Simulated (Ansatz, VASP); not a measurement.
# Ru: VASP beside Ansatz

```
Ru
1.0
     0.00000    2.78047    2.78047
     2.78047    0.00000    2.78047
     2.78047    2.78047    0.00000
Ru
2
Direct
  0.00000 0.00000 0.00000
  0.25000 0.25000 0.25000
```

Change from the starting cell: volume scaled by 1.06.

Alike in both runs: task single point; functional PBE; k mesh 10 × 10 × 10; occupations fermi-dirac, width 0.03 eV; no spin polarisation.

|  | VASP | Ansatz |
| --- | --- | --- |
| version | VASP 6.6.1 | Ansatz 0.2.0 |
| potentials or method | VASP PAW PBE potentials, release 64 (Ru_pv), cutoff 520 eV | all-electron LAPW, scalar-relativistic |

|  | VASP | Ansatz | Ansatz less VASP |
| --- | --- | --- | --- |
| pressure (GPa) | -8.1 | -8.3 | -0.16 |

Ansatz ran all-electron here, and VASP with PAW potentials.
